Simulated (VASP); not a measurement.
# SbP3 (Pm-3m) in VASP: notebook

The runs below take SbP3 through single point, with PBE.

Program: VASP 6.6.1. These are calculated values, not measurements. Logs are shortened: lines on timing, memory, paths and dates and some standing lists are left out, and cuts for length are marked.

## (1) The cell of the first run

It takes space group Pm-3m (No. 221, cubic). Conventional cell: a = 4.268 Å, b = 4.268 Å, c = 4.268 Å, α = 90.00°, β = 90.00°, γ = 90.00°. Within 4.0 Å of Sb (site symmetry m-3m) lie 12 P at 3.02 Å. P (site symmetry 4/mmm) has 4 Sb at 3.02 Å and 8 P at 3.02 Å within 4.0 Å.

## (2) Single point, PBE

Contents of INCAR:

```
PREC = Accurate ; ENCUT = 520
EDIFF = 1E-6 ; ISMEAR = 0
SIGMA = 0.1 ; LREAL = F
LASPH = T ; NELM = 80
ALGO = Normal ; ISIF = 2
LWAVE = F ; LCHARG = F
GGA = PE ; NBANDS = 18
```

Contents of KPOINTS:

```
Automatic mesh
0
Gamma
  4 4 4
```

Contents of POSCAR:

```
SbP3
1.0
    4.2682451202      0.0000000000      0.0000000000
    0.0000000000      4.2682451202      0.0000000000
    0.0000000000      0.0000000000      4.2682451202
Sb P
1 3
Direct
    0.0000000000      0.0000000000      0.0000000000
    0.0000000000      0.5000000000      0.5000000000
    0.5000000000      0.0000000000      0.5000000000
    0.5000000000      0.5000000000      0.0000000000
```

Potentials or basis: VASP PAW PBE potentials, release 64 (Sb, P).

Launch:

```bash
> cat potpaw_PBE.64/Sb/POTCAR potpaw_PBE.64/P/POTCAR > POTCAR
> mpirun -np 1 vasp_std > vasp.out
```

OUTCAR:

```text
PREC = Accurate
   ENCUT = 520
   EDIFF = 1E-6
   ISMEAR = 0
   LREAL = F
   LASPH = T
   NELM = 80
   ISIF = 2
   GGA = PE

 ion  position               nearest neighbor table
   1  0.000  0.000  0.000-   2 3.02   3 3.02   4 3.02   2 3.02   3 3.02   2 3.02   4 3.02   2 3.02
                             3 3.02   4 3.02   3 3.02   4 3.02
   2  0.000  0.500  0.500-   1 3.02   1 3.02   1 3.02   1 3.02
   3  0.500  0.000  0.500-   1 3.02   1 3.02   1 3.02   1 3.02
   4  0.500  0.500  0.000-   1 3.02   1 3.02   1 3.02   1 3.02

  LATTYP: Found a simple cubic cell.
 ALAT       =     4.2682451202

  Lattice vectors:

 A1 = (   4.2682451202,   0.0000000000,   0.0000000000)
 A2 = (   0.0000000000,   4.2682451202,   0.0000000000)
 A3 = (   0.0000000000,   0.0000000000,   4.2682451202)

Analysis of symmetry for initial positions (statically):
=====================================================================
 Subroutine PRICEL returns:
 Original cell was already a primitive cell.

 Routine SETGRP: Setting up the symmetry group for a
 simple cubic supercell.

 Subroutine GETGRP returns: Found 48 space group operations
 (whereof 48 operations were pure point group operations)
 out of a pool of 48 trial point group operations.

The static configuration has the point symmetry O_h .

Analysis of symmetry for dynamics (positions and initial velocities):
=====================================================================
 Subroutine PRICEL returns:
 Original cell was already a primitive cell.

 Routine SETGRP: Setting up the symmetry group for a
 simple cubic supercell.

 Subroutine GETGRP returns: Found 48 space group operations
 (whereof 48 operations were pure point group operations)
 out of a pool of 48 trial point group operations.

The dynamic configuration has the point symmetry O_h .

 Subroutine INISYM returns: Found 48 space group operations
 (whereof 48 operations are pure point group operations),
 and found     1 'primitive' translations

----------------------------------------------------------------------------------------

                                     Primitive cell

  volume of cell :      77.7585

  direct lattice vectors                    reciprocal lattice vectors
     4.268245120  0.000000000  0.000000000     0.234288325  0.000000000  0.000000000
     0.000000000  4.268245120  0.000000000     0.000000000  0.234288325  0.000000000
[... 74 lines left out ...]
   EDIFF  = 0.1E-05   stopping-criterion for ELM
   LREAL  =      F    real-space projection
   EDIFFG = 0.1E-04   stopping-criterion for IOM
   NSW    =      0    number of steps for IOM
   IBRION =     -1    ionic relax: 0-MD 1-quasi-New 2-CG
   NFREE  =      0    steps in history (QN), initial steepest desc. (CG)
   ISIF   =      2    stress and relaxation
   ISYM   =      2    0-nonsym 1-usesym 2-fastsym
   POTIM  = 0.5000    time-step for ionic-motion
   TEBEG  =    0.0;   TEEND  =   0.0 temperature during run
   PSTRESS=    0.0 pullay stress
   NELECT =      20.0000    total number of electrons
   NUPDOWN=      -1.0000    fix difference up-down
   EMIN   =  10.00;   EMAX   =-10.00  energy-range for DOS
   EFERMI =   0.00;   METHOD = LEGACY
   ISMEAR =     0;   SIGMA  =   0.10  broadening in eV -4-tet -1-fermi 0-gaus
   EFERMI_NEDOS =   21; number of points for ismear=-14 and -15
   IALGO  =     38    algorithm
   IMIX   =      4    mixing-type and parameters
     AMIX     =   0.40;   BMIX     =  1.00
     AMIX_MAG =   1.60;   BMIX_MAG =  1.00
  volume/ion in A,a.u.               =      19.44       131.19
  Fermi-wavevector in a.u.,A,eV,Ry     =   1.041123  1.967438 14.747867  1.083938
  Thomas-Fermi vector in A             =   2.175730
   LORBIT       =      0    0 simple, 1 ext, 2 COOP (PROOUT), +10 PAW based schemes
   GGA     = PE    functional components
   LHFCALC =     F    Hartree Fock is set to
   AEXX    =    0.0000 exact exchange contribution
   IVDW    =     0    specifies the selected vdW correction
   LEPSILON=     F    determine dielectric tensor
   LRPA    =     F    only Hartree local field effects (RPA)
 non-spin polarized calculation
 Gauss-broadening in eV      SIGMA  =   0.10
  energy-cutoff  :      520.00
  volume of cell :       77.76
 maximum number of plane-waves:      2176
 NGX is ok and might be reduce to    32
   NGX = 15   NGY = 15   NGZ = 15

 number of electron      19.9999994 magnetization

 Free energy of the ion-electron system (eV)
  ---------------------------------------------------
  ext. energy  EPLUGINS =         0.00000000
  ---------------------------------------------------
  free energy    TOTEN  =       -16.89333625 eV

  energy without entropy =      -16.86323932  energy(sigma->0) =      -16.87828778

 E-fermi :   7.8653     XC(G=0): -10.6124

 val. band max:        7.8437965834   @ k =   0.2500   0.2500   0.2500
 cond. band min:       7.8662231190   @ k =   0.0000   0.0000   0.0000
 fundamental gap:      0.0224265357
 Fermi energy:         7.8653245529

 k-point     1 :       0.0000    0.0000    0.0000
  band No.  band energies     occupation
      1      -6.2513      2.00000
      2      -0.3078      2.00000
      3      -0.3078      2.00000
      4       1.0142      2.00000
      5       2.5547      2.00000
      6       2.5547      2.00000
[... 187 lines left out ...]
      5       1.3900      2.00000
      6       1.3900      2.00000
[... 10 lines left out ...]
     17      16.7301      0.00000
     18      16.7301      0.00000

------------------------ aborting loop because EDIFF is reached ----------------------------------------

  FORCE on cell =-STRESS in cart. coord.  units (eV):
  Direction    XX          YY          ZZ          XY          YZ          ZX
  --------------------------------------------------------------------------------------
  -------------------------------------------------------------------------------------
  Total       -1.9804895     -1.9804895     -1.9804895     -0.0000000      0.0000000     -0.0000000
  in kB      -40.8070381    -40.8070381    -40.8070381     -0.0000000      0.0000000     -0.0000000
  external PRESSURE =     -40.8070381 kB  Pullay stress =       0.0000000 kB

 VOLUME and BASIS-vectors are now :
 -----------------------------------------------------------------------------
  energy-cutoff  :      520.00
  volume of cell :       77.76
      direct lattice vectors                 reciprocal lattice vectors
     4.268245120  0.000000000  0.000000000     0.234288325  0.000000000  0.000000000
     0.000000000  4.268245120  0.000000000     0.000000000  0.234288325  0.000000000
     0.000000000  0.000000000  4.268245120     0.000000000  0.000000000  0.234288325

 POSITION                                       TOTAL-FORCE (eV/Angst)
 -----------------------------------------------------------------------------------
      0.00000      0.00000      0.00000         0.000000      0.000000      0.000000
      0.00000      2.13412      2.13412         0.000000      0.000000      0.000000
      2.13412      0.00000      2.13412         0.000000      0.000000      0.000000
      2.13412      2.13412      0.00000         0.000000      0.000000      0.000000
 -----------------------------------------------------------------------------------
    total drift:                                0.000000     -0.000000     -0.000000

  FREE ENERGIE OF THE ION-ELECTRON SYSTEM (eV)
  ---------------------------------------------------
  free  energy   TOTEN  =       -16.8933362482 eV

  energy  without entropy=      -16.8632393178  energy(sigma->0) =      -16.87828778
```

OSZICAR:

```text
N       E                     dE             d eps       ncg     rms          rms(c)
DAV:   1     0.581573745804E+02    0.58157E+02   -0.75978E+03   360   0.910E+02
DAV:   2    -0.132395374149E+02   -0.71397E+02   -0.68976E+02   496   0.148E+02
DAV:   3    -0.169829849453E+02   -0.37434E+01   -0.36185E+01   438   0.331E+01
DAV:   4    -0.170228506785E+02   -0.39866E-01   -0.39829E-01   456   0.409E+00
DAV:   5    -0.170232848574E+02   -0.43418E-03   -0.43410E-03   448   0.428E-01    0.512E+00
DAV:   6    -0.169017679393E+02    0.12152E+00   -0.20438E-01   420   0.196E+00    0.314E+00
DAV:   7    -0.168948555085E+02    0.69124E-02   -0.30969E-02   420   0.803E-01    0.115E+00
DAV:   8    -0.168933177289E+02    0.15378E-02   -0.43155E-03   414   0.329E-01    0.158E-01
DAV:   9    -0.168933251722E+02   -0.74433E-05   -0.37962E-04   436   0.109E-01    0.634E-02
DAV:  10    -0.168933353933E+02   -0.10221E-04   -0.54128E-05   410   0.429E-02    0.117E-02
DAV:  11    -0.168933362482E+02   -0.85492E-06   -0.79907E-06   442   0.176E-02
   1 F= -.16893336E+02 E0= -.16878288E+02  d E =-.300969E-01
```

Run time: 6.2 s. Hardware: 1 thread of AMD EPYC 9R45 (Zen 5), shared host; peak memory 0.15 GiB.

Results:

```yaml
Free_energy: -16.8933 eV
Pressure: -4.1 GPa
Band_gap_on_the_k_mesh: zero (band 10 reaches 10.72 eV, above the bottom of band 11 at 6.28 eV)
```

Levels at points of the mesh, in eV from the Fermi level:
```
           k point  band 6  band 7  band 8  band 9  band 10  band 11  band 12  band 13  band 14  band 15
(0.00, 0.00, 0.00)   -5.31   -5.31    0.00    0.00     0.00     1.06     1.06     1.06     4.58     4.58
(0.50, 0.00, 0.00)   -3.43   -3.39   -3.39   -1.86    -1.42     1.06     1.23     1.81     1.81     2.83
(0.50, 0.50, 0.00)   -2.76   -2.64   -1.91   -1.75    -1.75    -1.59    -0.99     2.75     2.92     4.29
(0.50, 0.50, 0.50)   -6.48   -6.48   -6.00    2.86     2.86     2.86     3.20     3.20     5.41     5.41
```

Caveat: the k points lie up to 0.37 Å⁻¹ apart; spin-orbit coupling is left out, which moves the levels of the heavy elements.

## (3) Single point, PBE

This run uses another cell than the first one, of 18.03 Å³/atom, 0.927 times its volume.

Contents of INCAR:

```
SYSTEM = SbP3
ALGO = Normal
EDIFF = 1E-6
ENCUT = 520
GGA = PE
ISIF = 2
ISMEAR = 0
LASPH = .True.
LCHARG = .False.
LREAL = .False.
LWAVE = .False.
NBANDS = 18
NELM = 100
PREC = Accurate
SIGMA = 0.1
```

Contents of KPOINTS:

```
k-points
0
Gamma
  12 12 12
  0 0 0
```

Contents of POSCAR:

```
SbP3
1.0
    4.1621473490      0.0000000000      0.0000000000
    0.0000000000      4.1621473490      0.0000000000
    0.0000000000      0.0000000000      4.1621473490
Sb P
1 3
Direct
    0.0000000000      0.0000000000      0.0000000000
    0.0000000000      0.5000000000      0.5000000000
    0.5000000000      0.0000000000      0.5000000000
    0.5000000000      0.5000000000      0.0000000000
```

Potentials or basis: VASP PAW PBE potentials, release 64 (Sb, P).

Launch:

```bash
> cat potpaw_PBE.64/Sb/POTCAR potpaw_PBE.64/P/POTCAR > POTCAR
> mpirun -np 1 vasp_std > vasp.out
```

Run time: 39 s. Hardware: 1 thread of AMD EPYC 9R45 (Zen 5), shared host; peak memory 0.21 GiB.

The run converged. Its results:

* Free energy: -17.0803 eV
* Pressure: -0.2 GPa
* Band gap on the k mesh: zero (band 10 reaches 12.03 eV, above the bottom of band 11 at 7.04 eV)

Levels at points of the mesh, in eV from the Fermi level:
| k point | band 7 | band 8 | band 9 | band 10 | band 11 | band 12 | band 13 | band 14 |
| --- | --- | --- | --- | --- | --- | --- | --- | --- |
| (0.00, 0.00, 0.00) | -5.82 | -0.06 | -0.06 | -0.06 | 1.10 | 1.10 | 1.10 | 4.56 |
| (0.50, 0.00, 0.00) | -3.77 | -3.77 | -2.16 | -1.74 | 1.37 | 1.55 | 1.91 | 1.91 |
| (0.50, 0.50, 0.00) | -2.78 | -2.00 | -2.00 | -1.90 | -1.88 | -1.21 | 3.00 | 3.15 |
| (0.50, 0.50, 0.50) | -7.07 | -6.61 | 3.12 | 3.12 | 3.12 | 3.49 | 3.49 | 5.91 |

Caveat: spin-orbit coupling is left out, which moves the levels of the heavy elements.
